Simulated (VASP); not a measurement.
Runs of VASP 6.6.1 on Pt. The structure is that of space group Fm-3m (No. 225), or close to it. The cells are those of the table. 

```csv
task,cell,k mesh,cutoff (eV),smearing,gap on the mesh (eV),pressure (GPa)
single point,"a = 2.756 Å, angles 60.0°, 1 atom",20 × 20 × 20,520,fermi-dirac 0.15 eV,none,0.7
single point,"a = 2.774 Å, angles 60.0°, 1 atom",20 × 20 × 20,520,fermi-dirac 0.15 eV,none,(a)
relaxation of cell and atoms,"relaxed from a = 2.753 Å, angles 60.0°, 1 atom",20 × 20 × 20,600,fermi-dirac 0.15 eV,none,0.0
single point,"a = 2.753 Å, angles 60.0°, 1 atom",18 × 18 × 18,520,gaussian 0.1 eV,none,0.8
single point,"a = 2.737 Å, angles 60.0°, 1 atom",20 × 20 × 20,520,fermi-dirac 0.15 eV,none,7.3
```

Alike in all rows: level LDA; potentials or basis VASP PAW LDA potentials, release 64 (Pt); no spin polarisation.

Problem. Estimate the missing entries.

Solution. (a) -5.0.

Caveats: spin-orbit coupling is left out, which moves the levels of the heavy elements; the cell stands under tension (at least some runs); the cell stands under pressure (at least some runs).

A k mesh can miss the band edges, and the runs leave out spin-orbit coupling on Pt.

A gap of «none» marks levels without a gap at the run's occupations.
